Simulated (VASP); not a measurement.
# Be7Te8 (a cell with a defect) in VASP: notebook

Be7Te8 (a cell with a defect) is run at these levels: PBE; tasks: single point.

All numbers are computed with VASP 6.6.1; they aren't measurements. Logs are shortened: lines on timing, memory, paths and dates and some standing lists are left out, and cuts for length are marked.

## 1. The cell of the first run

The cell holds a defect, 15 atoms: a = 7.893 Å, b = 7.893 Å, c = 7.893 Å, α = 60.00°, β = 60.00°, γ = 60.00°.

## 2. Single point, PBE

File INCAR:

```
SYSTEM = Be7Te8
PREC = Accurate ; ENCUT = 520
EDIFF = 1E-6 ; ISMEAR = 1
SIGMA = 0.0951 ; LREAL = Auto
LASPH = .TRUE. ; NELM = 80
ALGO = Normal ; ISIF = 2
LWAVE = .FALSE. ; LCHARG = .FALSE.
GGA = PE ; NBANDS = 44
```

File KPOINTS:

```
Automatic mesh
0
G
  2 2 2
  0 0 0
```

File POSCAR:

```
Be7Te8
1.0
    0.0000000000      5.5810420000      5.5810420000
    5.5810420000      0.0000000000      5.5810420000
    5.5810420000      5.5810420000      0.0000000000
Be Te
7 8
Direct
    0.0010510582     -0.0174064270      0.0203420795
    0.0021276493      0.5178722002     -0.0169503293
   -0.0168801812      0.4083798330      0.4828583981
    0.4880814371      0.0148800170     -0.0141391160
    0.5215862916     -0.0165868668      0.5000317145
    0.5127917869      0.4832473040      0.0121893904
    0.4850255562      0.5183782885      0.5005470305
    0.1158013145      0.1461463648      0.1082021959
    0.1484633156      0.0503805562      0.6474050903
    0.1356464438      0.6028321414      0.1438468838
    0.1167791785      0.7034033250      0.6147060889
    0.6283209300      0.1114056300      0.1272944192
    0.6112726799      0.1466825550      0.6135120467
    0.6222225169      0.6385873821      0.1205740792
    0.6446556933      0.6035646211      0.6350872292
```

Potentials or basis: VASP PAW PBE potentials, release 64 (Be, Te).

Started as:

```
> cat potpaw_PBE.64/Be/POTCAR potpaw_PBE.64/Te/POTCAR > POTCAR
> mpirun -np 1 vasp_std > vasp.out
```

OUTCAR:

```text
SYSTEM = Be7Te8
   PREC = Accurate
   ENCUT = 520
   EDIFF = 1E-6
   ISMEAR = 1
   LREAL = Auto
   LASPH = .TRUE.
   NELM = 80
   ISIF = 2
   GGA = PE

 ion  position               nearest neighbor table
   1  0.001  0.983  0.020-   8 2.38  12 2.41   9 2.43  10 2.45
   2  0.002  0.518  0.983-   8 2.40  11 2.42  14 2.45  10 2.46
   3  0.983  0.408  0.483-  15 2.34  10 2.34   9 2.39
   4  0.488  0.015  0.986-   8 2.40  13 2.40  14 2.43  12 2.45
   5  0.522  0.983  0.500-  13 2.38  12 2.41   9 2.44  15 2.45
   6  0.513  0.483  0.012-  12 2.40  14 2.41  15 2.43  10 2.43
   7  0.485  0.518  0.501-  13 2.40  11 2.42  14 2.45  15 2.46
   8  0.116  0.146  0.108-   1 2.38   2 2.40   4 2.40
   9  0.148  0.050  0.647-   3 2.39   1 2.43   5 2.44  11 3.01
  10  0.136  0.603  0.144-   3 2.34   6 2.43   1 2.45   2 2.46
  11  0.117  0.703  0.615-   7 2.42   2 2.42   9 3.01
  12  0.628  0.111  0.127-   6 2.40   1 2.41   5 2.41   4 2.45
  13  0.611  0.147  0.614-   5 2.38   7 2.40   4 2.40
  14  0.622  0.639  0.121-   6 2.41   4 2.43   2 2.45   7 2.45
  15  0.645  0.604  0.635-   3 2.34   6 2.43   5 2.45   7 2.46

  LATTYP: Found a face centered cubic cell.
 ALAT       =    11.1620840000

  Lattice vectors:

 A1 = (   0.0000000000,   5.5810420000,   5.5810420000)
 A2 = (   5.5810420000,   0.0000000000,   5.5810420000)
 A3 = (   5.5810420000,   5.5810420000,   0.0000000000)

Analysis of symmetry for initial positions (statically):
=====================================================================
 Subroutine PRICEL returns:
 Original cell was already a primitive cell.

 Routine SETGRP: Setting up the symmetry group for a
 face centered cubic supercell.

 Subroutine GETGRP returns: Found  1 space group operations
 (whereof  1 operations were pure point group operations)
 out of a pool of 48 trial point group operations.

The static configuration has the point symmetry C_1 .

Analysis of symmetry for dynamics (positions and initial velocities):
=====================================================================
 Subroutine PRICEL returns:
 Original cell was already a primitive cell.

 Routine SETGRP: Setting up the symmetry group for a
 face centered cubic supercell.

 Subroutine GETGRP returns: Found  1 space group operations
 (whereof  1 operations were pure point group operations)
 out of a pool of 48 trial point group operations.

The dynamic configuration has the point symmetry C_1 .

 Subroutine INISYM returns: Found  1 space group operations
 (whereof  1 operations are pure point group operations),
 and found     1 'primitive' translations

----------------------------------------------------------------------------------------

                                     Primitive cell

  volume of cell :     347.6769

  direct lattice vectors                    reciprocal lattice vectors
     0.000000000  5.581042000  5.581042000    -0.089589005  0.089589005  0.089589005
     5.581042000  0.000000000  5.581042000     0.089589005 -0.089589005  0.089589005
     5.581042000  5.581042000  0.000000000     0.089589005  0.089589005 -0.089589005

  length of vectors
     7.892785289  7.892785289  7.892785289     0.155172709  0.155172709  0.155172709

  position of ions in fractional coordinates (direct lattice)
     0.001051058  0.982593573  0.020342079
     0.002127649  0.517872200  0.983049671
     0.983119819  0.408379833  0.482858398
     0.488081437  0.014880017  0.985860884
     0.521586292  0.983413133  0.500031714
     0.512791787  0.483247304  0.012189390
     0.485025556  0.518378289  0.500547031
     0.115801314  0.146146365  0.108202196
     0.148463316  0.050380556  0.647405090
     0.135646444  0.602832141  0.143846884
     0.116779179  0.703403325  0.614706089
     0.628320930  0.111405630  0.127294419
     0.611272680  0.146682555  0.613512047
     0.622222517  0.638587382  0.120574079
     0.644655693  0.603564621  0.635087229

  ion indices of the primitive-cell ions
   primitive index   ion index
                 1           1
                 2           2
                 3           3
                 4           4
                 5           5
                 6           6
                 7           7
                 8           8
                 9           9
                10          10
                11          11
                12          12
                13          13
                14          14
                15          15

----------------------------------------------------------------------------------------

 KPOINTS: Automatic mesh

Automatic generation of k-mesh.
 Grid dimensions read from file:
 generate k-points for:    2    2    2

 Generating k-lattice:

  Cartesian coordinates                     Fractional coordinates (reciprocal lattice)
    -0.044794503  0.044794503  0.044794503     0.500000000  0.000000000  0.000000000
     0.044794503 -0.044794503  0.044794503     0.000000000  0.500000000  0.000000000
     0.044794503  0.044794503 -0.044794503     0.000000000  0.000000000  0.500000000

  Length of vectors
     0.077586354  0.077586354  0.077586354

  Shift w.r.t. Gamma in fractional coordinates (k-lattice)
     0.000000000  0.000000000  0.000000000

 Subroutine IBZKPT returns following result:
 ===========================================

 Found      8 irreducible k-points:

 Following reciprocal coordinates:
            Coordinates               Weight
  0.000000  0.000000  0.000000      1.000000
  0.500000  0.000000  0.000000      1.000000
  0.000000  0.500000  0.000000      1.000000
  0.000000  0.000000  0.500000      1.000000
  0.500000  0.500000  0.500000      1.000000
  0.500000  0.500000  0.000000      1.000000
  0.000000  0.500000  0.500000      1.000000
  0.500000  0.000000  0.500000      1.000000
   k-points           NKPTS =      8   k-points in BZ     NKDIM =      8   number of bands    NBANDS=     44
   number of dos      NEDOS =    301   number of ions     NIONS =     15
   total plane-waves  NPLWV = 216000
   dimension x,y,z NGX =    60 NGY =   60 NGZ =   60
   dimension x,y,z NGXF=   120 NGYF=  120 NGZF=  120
   ions per type =               7   8
   NGX,Y,Z   is equivalent  to a cutoff of  12.64, 12.64, 12.64 a.u.
   NGXF,Y,Z  is equivalent  to a cutoff of  25.28, 25.28, 25.28 a.u.
 SYSTEM =  Be7Te8
   PREC   = accura    normal or accurate (medium, high low for compatibility)
   ISTART =      0    job   : 0-new  1-cont  2-samecut
   ICHARG =      2    charge: 1-file 2-atom 10-const
   ISPIN  =      1    spin polarized calculation?
   LNONCOLLINEAR =      F non collinear calculations
   LSORBIT =      F    spin-orbit coupling
   LASPH  =      T    aspherical Exc in radial PAW
   ENCUT  =  520.0 eV  38.22 Ry    6.18 a.u.  14.68 14.68 14.68*2*pi/ulx,y,z
   NELM   =     80;   NELMIN=  2; NELMDL= -5     # of ELM steps
   EDIFF  = 0.1E-05   stopping-criterion for ELM
   LREAL  =      T    real-space projection
   EDIFFG = 0.1E-04   stopping-criterion for IOM
   NSW    =      0    number of steps for IOM
   IBRION =     -1    ionic relax: 0-MD 1-quasi-New 2-CG
   NFREE  =      0    steps in history (QN), initial steepest desc. (CG)
   ISIF   =      2    stress and relaxation
   ISYM   =      2    0-nonsym 1-usesym 2-fastsym
   POTIM  = 0.5000    time-step for ionic-motion
   TEBEG  =    0.0;   TEEND  =   0.0 temperature during run
   PSTRESS=    0.0 pullay stress
   NELECT =      62.0000    total number of electrons
   NUPDOWN=      -1.0000    fix difference up-down
   EMIN   =  10.00;   EMAX   =-10.00  energy-range for DOS
   EFERMI =   0.00;   METHOD = LEGACY
   ISMEAR =     1;   SIGMA  =   0.10  broadening in eV -4-tet -1-fermi 0-gaus
   EFERMI_NEDOS =   21; number of points for ismear=-14 and -15
   IALGO  =     38    algorithm
   IMIX   =      4    mixing-type and parameters
     AMIX     =   0.40;   BMIX     =  1.00
     AMIX_MAG =   1.60;   BMIX_MAG =  1.00
  volume/ion in A,a.u.               =      23.18       156.42
  Fermi-wavevector in a.u.,A,eV,Ry     =   0.921468  1.741321 11.552743  0.849103
  Thomas-Fermi vector in A             =   2.046887
   LORBIT       =      0    0 simple, 1 ext, 2 COOP (PROOUT), +10 PAW based schemes
   GGA     = PE    functional components
   LHFCALC =     F    Hartree Fock is set to
   AEXX    =    0.0000 exact exchange contribution
   IVDW    =     0    specifies the selected vdW correction
   LEPSILON=     F    determine dielectric tensor
   LRPA    =     F    only Hartree local field effects (RPA)
 non-spin polarized calculation
 Methfessel and Paxton  Order N= 1 SIGMA  =   0.10
  energy-cutoff  :      520.00
  volume of cell :      347.68
 maximum number of plane-waves:      9384
 NGX is ok and might be reduce to    60
   NGX = 29   NGY = 29   NGZ = 29

 number of electron      62.0000000 magnetization

 Free energy of the ion-electron system (eV)
  ---------------------------------------------------
  ext. energy  EPLUGINS =         0.00000000
  ---------------------------------------------------
  free energy    TOTEN  =       -54.15149637 eV

  energy without entropy =      -54.14148494  energy(sigma->0) =      -54.14815922

 E-fermi :   5.5246     XC(G=0):  -9.0492

 val. band max:        5.4790736435   @ k =   0.5000   0.5000   0.5000
 cond. band min:       5.5408989792   @ k =   0.0000   0.0000   0.0000
 fundamental gap:      0.0618253357
 Fermi energy:         5.5245653160

 k-point     1 :       0.0000    0.0000    0.0000
  band No.  band energies     occupation
      1      -7.3851      2.00000
      2      -6.2238      2.00000
      3      -5.9564      2.00000
      4      -5.8604      2.00000
      5      -5.7554      2.00000
      6      -5.2339      2.00000
[... 357 lines left out ...]
     42      10.3304      0.00000
     43      10.5442      0.00000
 [bands above 43 left out]

------------------------ aborting loop because EDIFF is reached ----------------------------------------

  FORCE on cell =-STRESS in cart. coord.  units (eV):
  Direction    XX          YY          ZZ          XY          YZ          ZX
  --------------------------------------------------------------------------------------
  -------------------------------------------------------------------------------------
  Total        4.5993750      6.4848405      4.4625820      0.0153145      0.0561985     -2.8361156
  in kB       21.1950055     29.8836757     20.5646311      0.0705729      0.2589758    -13.0694901
  external PRESSURE =      23.8811041 kB  Pullay stress =       0.0000000 kB

 VOLUME and BASIS-vectors are now :
 -----------------------------------------------------------------------------
  energy-cutoff  :      520.00
  volume of cell :      347.68
      direct lattice vectors                 reciprocal lattice vectors
     0.000000000  5.581042000  5.581042000    -0.089589005  0.089589005  0.089589005
     5.581042000  0.000000000  5.581042000     0.089589005 -0.089589005  0.089589005
     5.581042000  5.581042000  0.000000000     0.089589005  0.089589005 -0.089589005

 POSITION                                       TOTAL-FORCE (eV/Angst)
 -----------------------------------------------------------------------------------
      5.59743      0.11940      5.48976        -0.004645     -0.008720      0.007645
      8.37671      5.49832      2.90214        -0.007906     -0.012686     -0.006835
      4.97404      8.18169      7.76602         0.117505      0.094720      0.125023
      5.58518      8.22613      2.80705        -0.008099     -0.039392     -0.011753
      8.27917      5.70169      8.39946         0.006862     -0.008204     -0.007417
      2.76505      2.92994      5.55894        -0.005651      0.012383     -0.003025
      5.68667      5.50052      5.60004        -0.006650     -0.015059     -0.017054
      1.41953      1.25017      1.46194        -0.009982      0.018118     -0.034775
      3.89437      4.44177      1.10976        -0.006894     -0.015065     -0.012884
      4.16725      1.55986      4.12148        -0.018435     -0.024708      0.031469
      7.35642      4.08245      4.57747        -0.018923     -0.003923     -0.011955
      1.33219      4.21712      4.12844        -0.011220     -0.016926     -0.011319
      4.24268      6.83558      4.23018        -0.036591      0.023440     -0.012402
      4.23691      4.14558      7.03663        -0.015106      0.024085     -0.015242
      6.91297      7.14230      6.96637         0.025736     -0.028065     -0.019477
 -----------------------------------------------------------------------------------
    total drift:                               -0.004242     -0.010254      0.000729

  FREE ENERGIE OF THE ION-ELECTRON SYSTEM (eV)
  ---------------------------------------------------
  free  energy   TOTEN  =       -54.1514963668 eV

  energy  without entropy=      -54.1414849352  energy(sigma->0) =      -54.14815922
```

Run time: 3.2 min. Hardware: 1 thread of Intel Xeon Platinum 8488C (Sapphire Rapids), shared host; peak memory 0.5 GiB.

Results:

- Free energy: -54.1515 eV
- Pressure: 2.4 GPa
- Largest force: 0.196 eV/Å

Forces in eV/Å, atoms in the order of the input:
```
Be  -0.005 -0.009  0.008
Be  -0.008 -0.013 -0.007
Be   0.118  0.095  0.125
Be  -0.008 -0.039 -0.012
Be   0.007 -0.008 -0.007
Be  -0.006  0.012 -0.003
Be  -0.007 -0.015 -0.017
Te  -0.010  0.018 -0.035
Te  -0.007 -0.015 -0.013
Te  -0.018 -0.025  0.031
Te  -0.019 -0.004 -0.012
Te  -0.011 -0.017 -0.011
Te  -0.037  0.023 -0.012
Te  -0.015  0.024 -0.015
Te   0.026 -0.028 -0.019
```

Stress tensor (GPa, compression positive):
```
 2.12  0.01 -1.31
 0.01  2.99  0.03
-1.31  0.03  2.06
```

Levels at points of the mesh, in eV from the Fermi level:
| k point | band 29 | band 30 | band 31 | band 32 | band 33 | band 34 |
| --- | --- | --- | --- | --- | --- | --- |
| (0.00, 0.00, 0.00) | -0.92 | -0.24 | 0.02 | 0.59 | 1.14 | 1.79 |
| (0.50, 0.00, 0.00) | -1.04 | -1.02 | -0.55 | 0.40 | 1.78 | 2.45 |
| (0.00, 0.50, 0.00) | -1.18 | -0.91 | -0.15 | 0.29 | 1.99 | 2.53 |
| (0.00, 0.00, 0.50) | -1.04 | -1.02 | -0.55 | 0.40 | 1.78 | 2.45 |
| (0.50, 0.50, 0.50) | -1.36 | -1.27 | -0.05 | 0.02 | 1.87 | 2.26 |
| (0.50, 0.50, 0.00) | -1.52 | -1.24 | -0.75 | 0.03 | 2.19 | 2.34 |
| (0.00, 0.50, 0.50) | -1.52 | -1.24 | -0.75 | 0.03 | 2.20 | 2.34 |
| (0.50, 0.00, 0.50) | -1.71 | -1.33 | -0.47 | 0.17 | 1.92 | 2.28 |

Caveat: the k points lie up to 0.49 Å⁻¹ apart; spin-orbit coupling is left out, which moves the levels of the heavy elements.

(Part 1 of 2 ends here.)
